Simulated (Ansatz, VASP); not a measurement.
## Two plane-wave programs on LiF

```
Li F
1.0
     3.08105    0.00000    0.00000
    -1.54053    2.66827    0.00000
     0.00000    0.00000    4.78523
Li F
2 2
Direct
  0.33333 0.66667 0.38244
  0.66667 0.33333 0.88244
  0.33333 0.66667 0.99256
  0.66667 0.33333 0.49256
```

Alike in both runs: task single point; functional r2SCAN; k mesh 6 × 6 × 4; occupations fermi-dirac, width 0.05 eV; no spin polarisation.

|  | VASP | Ansatz |
| --- | --- | --- |
| version | VASP 6.6.1 | Ansatz 0.2.0 |
| potentials or method | VASP PAW PBE potentials, release 64 (Li_sv, F) | plane waves |
| plane-wave cutoff (eV) | 520 | 500 |
| valence electrons in the cell | 20 | 20 |

VASP gave:

| Property | Result |
| --- | --- |
| gap on the k mesh at the Fermi level (eV) | 8.68 |

Question: What did Ansatz give for the same quantities?

Answer: gap on the k mesh at the Fermi level (eV): 8.58.

VASP's potentials were made for PBE, not for r2SCAN.

Noted on VASP's run: the cutoff is short for stress, so the pressure is rough.
